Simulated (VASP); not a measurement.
# ZrN (Fm-3m) in VASP: further runs, part 2 of 2

VASP 6.6.1. Earlier steps stand in the parts before.

### 3 Single point, PBEsol

Input file INCAR:

```
SYSTEM = ZrN
ALGO     = Normal         ! electronic algorithm
EDIFF    = 1E-6           ! SCF threshold, eV
ENCUT    = 600            ! plane-wave cutoff, eV
GGA      = PS             ! functional
GGA_COMPAT= .FALSE.      
ISIF     = 2              ! what is computed and relaxed
ISMEAR   = 1              ! smearing method
LASPH    = .TRUE.         ! aspherical terms in the spheres
LCHARG   = .TRUE.         ! write CHGCAR
LELF     = .TRUE.         ! ELF
LREAL    = .FALSE.        ! projectors in reciprocal space
LVHAR    = .TRUE.       
LWAVE    = .FALSE.        ! write WAVECAR
NBANDS   = 16             ! bands
NELM     = 120            ! most SCF steps
PREC     = Accurate       ! precision mode
SIGMA    = 0.05           ! smearing width, eV
```

Input file KPOINTS:

```
k-points
0
G
  10 10 10
  0 0 0
```

Input file POSCAR:

```
ZrN
1.0
    0.0000000000      2.3000000000      2.3000000000
    2.3000000000      0.0000000000      2.3000000000
    2.3000000000      2.3000000000      0.0000000000
Zr N
1 1
Direct
    0.5000000000      0.5000000000      0.5000000000
    0.0000000000      0.0000000000      0.0000000000
```

Potentials or basis: VASP PAW PBE potentials, release 64 (Zr_sv, N).

The run is started by

```sh
cat potpaw_PBE.64/Zr_sv/POTCAR potpaw_PBE.64/N/POTCAR > POTCAR
mpirun -np 1 vasp_std > vasp.out
```

OUTCAR:

```text
SYSTEM = ZrN
   EDIFF = 1E-6
   ENCUT = 600
   GGA = PS
   ISIF = 2
   ISMEAR = 1
   LASPH = .TRUE.
   LREAL = .FALSE.
   NELM = 120
   PREC = Accurate

 ion  position               nearest neighbor table
   1  0.500  0.500  0.500-   2 2.30   2 2.30   2 2.30   2 2.30   2 2.30   2 2.30
   2  0.000  0.000  0.000-   1 2.30   1 2.30   1 2.30   1 2.30   1 2.30   1 2.30

  LATTYP: Found a face centered cubic cell.
 ALAT       =     4.6000000000

  Lattice vectors:

 A1 = (   0.0000000000,   2.3000000000,   2.3000000000)
 A2 = (   2.3000000000,   0.0000000000,   2.3000000000)
 A3 = (   2.3000000000,   2.3000000000,   0.0000000000)

Analysis of symmetry for initial positions (statically):
=====================================================================
 Subroutine PRICEL returns:
 Original cell was already a primitive cell.

 Routine SETGRP: Setting up the symmetry group for a
 face centered cubic supercell.

 Subroutine GETGRP returns: Found 48 space group operations
 (whereof 48 operations were pure point group operations)
 out of a pool of 48 trial point group operations.

The static configuration has the point symmetry O_h .

Analysis of symmetry for dynamics (positions and initial velocities):
=====================================================================
 Subroutine PRICEL returns:
 Original cell was already a primitive cell.

 Routine SETGRP: Setting up the symmetry group for a
 face centered cubic supercell.

 Subroutine GETGRP returns: Found 48 space group operations
 (whereof 48 operations were pure point group operations)
 out of a pool of 48 trial point group operations.

The dynamic configuration has the point symmetry O_h .

 Subroutine INISYM returns: Found 48 space group operations
 (whereof 48 operations are pure point group operations),
 and found     1 'primitive' translations

----------------------------------------------------------------------------------------

[... 107 lines left out ...]
   ISMEAR =     1;   SIGMA  =   0.05  broadening in eV -4-tet -1-fermi 0-gaus
   EFERMI_NEDOS =   21; number of points for ismear=-14 and -15
   IALGO  =     38    algorithm
   IMIX   =      4    mixing-type and parameters
     AMIX     =   0.40;   BMIX     =  1.00
     AMIX_MAG =   1.60;   BMIX_MAG =  1.00
  volume/ion in A,a.u.               =      12.17        82.11
  Fermi-wavevector in a.u.,A,eV,Ry     =   1.452624  2.745062 28.709889  2.110117
  Thomas-Fermi vector in A             =   2.569985
   LORBIT       =      0    0 simple, 1 ext, 2 COOP (PROOUT), +10 PAW based schemes
   GGA     = PS    functional components
   LHFCALC =     F    Hartree Fock is set to
   AEXX    =    0.0000 exact exchange contribution
   IVDW    =     0    specifies the selected vdW correction
   LEPSILON=     F    determine dielectric tensor
   LRPA    =     F    only Hartree local field effects (RPA)
 non-spin polarized calculation
 Methfessel and Paxton  Order N= 1 SIGMA  =   0.05
  energy-cutoff  :      600.00
  volume of cell :       24.33
 maximum number of plane-waves:       869
 NGX is ok and might be reduce to    28
   NGX = 13   NGY = 13   NGZ = 13

 number of electron      17.0000000 magnetization

 Free energy of the ion-electron system (eV)
  ---------------------------------------------------
  ext. energy  EPLUGINS =         0.00000000
  ---------------------------------------------------
  free energy    TOTEN  =       -21.53322397 eV

  energy without entropy =      -21.53295343  energy(sigma->0) =      -21.53313379

 E-fermi :  11.7174     XC(G=0): -12.6280

 val. band max:       11.7147418988   @ k =  -0.1000   0.1000   0.0000
 cond. band min:      11.7265486178   @ k =  -0.4000   0.3000   0.0000
 fundamental gap:      0.0118067189
 Fermi energy:        11.7174406371

 k-point     1 :       0.0000    0.0000    0.0000
  band No.  band energies     occupation
      1     -37.7718      2.00000
      2     -15.4320      2.00000
      3     -15.4320      2.00000
      4     -15.4320      2.00000
      5      -4.4789      2.00000
      6       9.0616      2.00000
[... 433 lines left out ...]
      3     -15.7335      2.00000
      4     -15.6990      2.00000
      5      -3.5446      2.00000
      6       6.0207      2.00000
[... 8 lines left out ...]
     15      23.9020      0.00000
     16      26.5966      0.00000

 [... further k-points ...]
[... 5 lines left out ...]
  --------------------------------------------------------------------------------------
  -------------------------------------------------------------------------------------
  Total       -1.1615374     -1.1615374     -1.1615374     -0.0000000      0.0000000     -0.0000000
  in kB      -76.4768982    -76.4768982    -76.4768982     -0.0000000      0.0000000     -0.0000000
  external PRESSURE =     -76.4768982 kB  Pullay stress =       0.0000000 kB

 VOLUME and BASIS-vectors are now :
 -----------------------------------------------------------------------------
  energy-cutoff  :      600.00
  volume of cell :       24.33
      direct lattice vectors                 reciprocal lattice vectors
     0.000000000  2.300000000  2.300000000    -0.217391304  0.217391304  0.217391304
     2.300000000  0.000000000  2.300000000     0.217391304 -0.217391304  0.217391304
     2.300000000  2.300000000  0.000000000     0.217391304  0.217391304 -0.217391304

 POSITION                                       TOTAL-FORCE (eV/Angst)
 -----------------------------------------------------------------------------------
      2.30000      2.30000      2.30000         0.000000      0.000000      0.000000
      0.00000      0.00000      0.00000        -0.000000      0.000000     -0.000000
 -----------------------------------------------------------------------------------
    total drift:                                0.000000      0.000000      0.000000

  FREE ENERGIE OF THE ION-ELECTRON SYSTEM (eV)
  ---------------------------------------------------
  free  energy   TOTEN  =       -21.5332239669 eV

  energy  without entropy=      -21.5329534260  energy(sigma->0) =      -21.53313379
```

OSZICAR:

```text
N       E                     dE             d eps       ncg     rms          rms(c)
DAV:   1     0.121411643272E+03    0.12141E+03   -0.95680E+03  1504   0.117E+03
DAV:   2    -0.180547342963E+02   -0.13947E+03   -0.13129E+03  1904   0.322E+02
DAV:   3    -0.246297347669E+02   -0.65750E+01   -0.65147E+01  2536   0.637E+01
DAV:   4    -0.247548504498E+02   -0.12512E+00   -0.12510E+00  1688   0.624E+00
DAV:   5    -0.247559642765E+02   -0.11138E-02   -0.11138E-02  2128   0.521E-01    0.218E+01
DAV:   6    -0.217230641803E+02    0.30329E+01   -0.64740E+00  1736   0.248E+01    0.863E+00
DAV:   7    -0.215719285340E+02    0.15114E+00   -0.48832E-01  1840   0.649E+00    0.679E+00
DAV:   8    -0.215449011316E+02    0.27027E-01   -0.23372E-01  1984   0.418E+00    0.312E+00
DAV:   9    -0.215337658701E+02    0.11135E-01   -0.43819E-02  1616   0.188E+00    0.106E+00
DAV:  10    -0.215332381678E+02    0.52770E-03   -0.24445E-03  1792   0.484E-01    0.976E-02
DAV:  11    -0.215332261702E+02    0.11998E-04   -0.28874E-05  1848   0.452E-02    0.498E-02
DAV:  12    -0.215332241074E+02    0.20629E-05   -0.50933E-06  1912   0.180E-02    0.234E-03
DAV:  13    -0.215332239669E+02    0.14041E-06   -0.11856E-07   960   0.336E-03
   1 F= -.21533224E+02 E0= -.21533134E+02  d E =-.270541E-03
```

Wall time 55 s (1 thread of AMD EPYC 7R13, shared host); peak memory 0.14 GiB.

What came out:

```yaml
Free_energy: -21.5332 eV
Pressure: -7.6 GPa
```

Caveat: the PAW data sets were made with another functional, which shifts forces and pressure a little.
